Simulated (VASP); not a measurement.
# PbO (Pbcm) in VASP: further runs, part 2 of 2

VASP 6.6.1.

## (3) Single point, PBEsol

This run uses another cell than the first one, of 20.22 Å³/atom.

The input, INCAR:

```
  PREC = Accurate
  ENCUT = 520
  EDIFF = 1E-7
  ISMEAR = -1
  SIGMA = 0.05
  LREAL = False
  LASPH = True
  NELM = 100
  ALGO = Normal
  ISIF = 2
  LWAVE = False
  LCHARG = True
  GGA = PS
  LELF = True
  LVHAR = True
  NBANDS = 50
```

The input, KPOINTS:

```
Automatic mesh
0
Gamma
  5 5 6
```

The input, POSCAR:

```
PbO
1.0
    5.9912449446      0.0000000000      0.0000000000
    0.0000000000      5.5833998156      0.0000000000
    0.0000000000      0.0000000000      4.8360236167
Pb O
4 4
Direct
    0.7690000000      0.5140000000      0.2500000000
    0.2310000000      0.4860000000      0.7500000000
    0.7690000000      0.9860000000      0.7500000000
    0.2310000000      0.0140000000      0.2500000000
    0.1320000000      0.5820000000      0.2500000000
    0.8680000000      0.4180000000      0.7500000000
    0.1320000000      0.9180000000      0.7500000000
    0.8680000000      0.0820000000      0.2500000000
```

Potentials or basis: VASP PAW PBE potentials, release 64 (Pb_d, O).

Command:

```console
> cat potpaw_PBE.64/Pb_d/POTCAR potpaw_PBE.64/O/POTCAR > POTCAR
> mpirun -np 1 vasp_std > vasp.out
```

OUTCAR:

```text
PREC = Accurate
   ENCUT = 520
   EDIFF = 1E-7
   ISMEAR = -1
   LREAL = False
   LASPH = True
   NELM = 100
   ISIF = 2
   GGA = PS

 ion  position               nearest neighbor table
   1  0.769  0.514  0.250-   5 2.21   8 2.48   6 2.55   6 2.55   3 3.58   3 3.58   2 3.68   2 3.68
                             3 3.81   3 3.81   4 3.93   4 3.93   2 4.03   2 4.03
   2  0.231  0.486  0.750-   6 2.21   7 2.48   5 2.55   5 2.55   4 3.58   4 3.58   1 3.68   1 3.68
                             4 3.81   4 3.81   3 3.93   3 3.93   1 4.03   1 4.03
   3  0.769  0.986  0.750-   7 2.21   6 2.48   8 2.55   8 2.55   1 3.58   1 3.58   4 3.68   4 3.68
                             1 3.81   1 3.81   2 3.93   2 3.93   4 4.03   4 4.03
   4  0.231  0.014  0.250-   8 2.21   5 2.48   7 2.55   7 2.55   2 3.58   2 3.58   3 3.68   3 3.68
                             2 3.81   2 3.81   1 3.93   1 3.93   3 4.03   3 4.03
   5  0.132  0.582  0.250-   1 2.21   4 2.48   2 2.55   2 2.55
   6  0.868  0.418  0.750-   2 2.21   3 2.48   1 2.55   1 2.55
   7  0.132  0.918  0.750-   3 2.21   2 2.48   4 2.55   4 2.55
   8  0.868  0.082  0.250-   4 2.21   1 2.48   3 2.55   3 2.55

  LATTYP: Found a simple orthorhombic cell.
 ALAT       =     4.8360236167
 B/A-ratio  =     1.1545435379
 C/A-ratio  =     1.2388783471

  Lattice vectors:

 A1 = (   0.0000000000,   0.0000000000,  -4.8360236167)
 A2 = (   0.0000000000,   5.5833998156,   0.0000000000)
 A3 = (   5.9912449446,   0.0000000000,   0.0000000000)

Analysis of symmetry for initial positions (statically):
=====================================================================
 Subroutine PRICEL returns:
 Original cell was already a primitive cell.

 Routine SETGRP: Setting up the symmetry group for a
 simple orthorhombic supercell.

 Subroutine GETGRP returns: Found  8 space group operations
 (whereof  2 operations were pure point group operations)
 out of a pool of  8 trial point group operations.

The static configuration has the point symmetry S_2 .
 The point group associated with its full space group is D_2h.

Analysis of symmetry for dynamics (positions and initial velocities):
[... 152 lines left out ...]
   IVDW    =     0    specifies the selected vdW correction
   LEPSILON=     F    determine dielectric tensor
   LRPA    =     F    only Hartree local field effects (RPA)
 non-spin polarized calculation
  energy-cutoff  :      520.00
  volume of cell :      161.77
 maximum number of plane-waves:      4376
 NGX is ok and might be reduce to    48
   NGX = 23   NGY = 21   NGZ = 17

 number of electron      80.0000007 magnetization

 Free energy of the ion-electron system (eV)
  ---------------------------------------------------
  ext. energy  EPLUGINS =         0.00000000
  ---------------------------------------------------
  free energy    TOTEN  =       -45.04736134 eV

  energy without entropy =      -45.04736134  energy(sigma->0) =      -45.04736134

 E-fermi :   4.9999     XC(G=0): -10.0908

 val. band max:        4.0753980741   @ k =   0.4000   0.2000   0.0000
 cond. band min:       5.8898087207   @ k =   0.4000   0.4000   0.3333
 fundamental gap:      1.8144106466
 Fermi energy:         4.9998715637

 k-point     1 :       0.0000    0.0000    0.0000
  band No.  band energies     occupation
      1     -12.9334      2.00000
      2     -12.8710      2.00000
      3     -12.7930      2.00000
      4     -12.7489      2.00000
      5     -11.4091      2.00000
      6     -11.3589      2.00000
[... 1261 lines left out ...]
     49      11.0261      0.00000
     50      11.2845      0.00000

 [... further k-points ...]

------------------------ aborting loop because EDIFF is reached ----------------------------------------

  FORCE on cell =-STRESS in cart. coord.  units (eV):
  Direction    XX          YY          ZZ          XY          YZ          ZX
  --------------------------------------------------------------------------------------
  -------------------------------------------------------------------------------------
  Total       -3.0086214     -8.3519729     -6.6188081      0.0000000     -0.0000000      0.0000000
  in kB      -29.7970936    -82.7171266    -65.5520320      0.0000000     -0.0000000      0.0000000
  external PRESSURE =     -59.3554174 kB  Pullay stress =       0.0000000 kB

 VOLUME and BASIS-vectors are now :
 -----------------------------------------------------------------------------
  energy-cutoff  :      520.00
  volume of cell :      161.77
      direct lattice vectors                 reciprocal lattice vectors
     5.991244945  0.000000000  0.000000000     0.166910218  0.000000000  0.000000000
     0.000000000  5.583399816  0.000000000     0.000000000  0.179102345  0.000000000
     0.000000000  0.000000000  4.836023617     0.000000000  0.000000000  0.206781455

 POSITION                                       TOTAL-FORCE (eV/Angst)
 -----------------------------------------------------------------------------------
      4.60727      2.86987      1.20901         0.707881     -1.082861     -0.000000
      1.38398      2.71353      3.62702        -0.707881      1.082861      0.000000
      4.60727      5.50523      3.62702         0.707881      1.082861      0.000000
      1.38398      0.07817      1.20901        -0.707881     -1.082861      0.000000
      0.79084      3.24954      1.20901         0.421121      0.307551      0.000000
      5.20040      2.33386      3.62702        -0.421121     -0.307551     -0.000000
      0.79084      5.12556      3.62702         0.421121     -0.307551      0.000000
      5.20040      0.45784      1.20901        -0.421121      0.307551     -0.000000
 -----------------------------------------------------------------------------------
    total drift:                                0.000000     -0.000000     -0.000000

  FREE ENERGIE OF THE ION-ELECTRON SYSTEM (eV)
  ---------------------------------------------------
  free  energy   TOTEN  =       -45.0473613425 eV

  energy  without entropy=      -45.0473613385  energy(sigma->0) =      -45.04736134
```

OSZICAR:

```text
N       E                     dE             d eps       ncg     rms          rms(c)
DAV:   1     0.109177709982E+04    0.10918E+04   -0.38117E+04  3600   0.191E+03
DAV:   2     0.141460229158E+03   -0.95032E+03   -0.91108E+03  3704   0.531E+02
DAV:   3    -0.395132711181E+02   -0.18097E+03   -0.16987E+03  4678   0.248E+02
DAV:   4    -0.530917487670E+02   -0.13578E+02   -0.13398E+02  4640   0.688E+01
DAV:   5    -0.534536985058E+02   -0.36195E+00   -0.36119E+00  4388   0.115E+01    0.160E+01
DAV:   6    -0.456114240324E+02    0.78423E+01   -0.36381E+01  5170   0.403E+01    0.828E+00
DAV:   7    -0.451577994281E+02    0.45362E+00   -0.57379E+00  4904   0.142E+01    0.366E+00
DAV:   8    -0.450754385545E+02    0.82361E-01   -0.13571E+00  4628   0.551E+00    0.115E+00
DAV:   9    -0.450441467644E+02    0.31292E-01   -0.84572E-02  5256   0.282E+00    0.314E-01
DAV:  10    -0.450475453871E+02   -0.33986E-02   -0.27687E-02  4852   0.112E+00    0.967E-02
DAV:  11    -0.450474273341E+02    0.11805E-03   -0.21805E-03  5888   0.415E-01    0.723E-02
DAV:  12    -0.450473864391E+02    0.40895E-04   -0.43541E-04  4844   0.185E-01    0.459E-02
DAV:  13    -0.450473661049E+02    0.20334E-04   -0.97322E-05  4886   0.534E-02    0.136E-02
DAV:  14    -0.450473633745E+02    0.27304E-05   -0.44513E-06  5304   0.210E-02    0.681E-03
DAV:  15    -0.450473616443E+02    0.17302E-05   -0.14871E-06  4596   0.803E-03    0.241E-03
DAV:  16    -0.450473614058E+02    0.23853E-06   -0.44956E-07  3896   0.599E-03    0.593E-04
DAV:  17    -0.450473613425E+02    0.63254E-07   -0.52877E-08  2208   0.173E-03
   1 F= -.45047361E+02 E0= -.45047361E+02  d E =-.402765E-08
```

Run time: 3.5 min. Hardware: 1 thread of Intel Xeon Platinum 8488C (Sapphire Rapids), shared host; peak memory 0.37 GiB.

Results:

```yaml
Free_energy: -45.0474 eV
Pressure: -5.9 GPa
Largest_force: 1.294 eV/Å
Band_gap_on_the_k_mesh: 1.81 eV (least direct gap 2.00 eV)
```

Forces in eV/Å, atoms in the order of the input:
```
Pb   0.708 -1.083  0.000
Pb  -0.708  1.083  0.000
Pb   0.708  1.083  0.000
Pb  -0.708 -1.083  0.000
O    0.421  0.308  0.000
O   -0.421 -0.308  0.000
O    0.421 -0.308  0.000
O   -0.421  0.308  0.000
```

Stress tensor (GPa, compression positive):
```
-2.98  0.00  0.00
 0.00 -8.27  0.00
 0.00  0.00 -6.56
```

Caveat: the cell stands under tension; the PAW data sets were made with another functional, which shifts forces and pressure a little; spin-orbit coupling is left out, which moves the levels of the heavy elements; an odd mesh through Γ misses points on the zone boundary, where band edges can lie.
